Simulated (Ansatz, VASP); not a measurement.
## One calculation of Zn4HO4, two programs

```
CELL_PARAMETERS angstrom
5.60988 0.00000 0.00000
0.00000 5.60988 0.00000
0.00000 0.00000 3.27903
ATOMIC_POSITIONS crystal
Zn 0.18163 0.18163 0.50000
Zn 0.81837 0.81837 0.50000
Zn 0.68163 0.31837 0.00000
Zn 0.31837 0.68163 0.00000
O 0.81847 0.18153 0.50000
O 0.18153 0.81847 0.50000
O 0.68153 0.68153 0.00000
O 0.31847 0.31847 0.00000
H 0.99992 0.56837 0.37500
```

Alike in both runs: task single point; functional PBE; k mesh 4 × 4 × 8; occupations gaussian, width 0.05 eV; no spin polarisation.

```csv
,VASP,Ansatz
version,VASP 6.6.1,Ansatz 0.2.0
potentials or method,"VASP PAW PBE potentials, release 64 (Zn, O, H), cutoff 520 eV","scalar-relativistic, plane waves, PAW"
valence electrons in the cell,73,73
```

VASP gave:

```
gap on the k mesh at the Fermi level (eV)                     : none
pressure (GPa)                                                : 4.1
traceless stress, the component that is largest in VASP (GPa) : -1.65
rms of the force components (eV/Å)                            : 0.306
```

Problem. What did Ansatz give for the same quantities?

Solution. gap on the k mesh at the Fermi level (eV): none; pressure (GPa): 3.2; traceless stress, the component that is largest in VASP (GPa): -1.60; rms of the force components (eV/Å): 0.304.

Atom by atom the forces differ by 0.005 eV/Å (rms over components). A gap of «none» marks a metal or a gap that the smearing closes. The functional is the same, so the differences come from potentials, cutoffs and numerics.
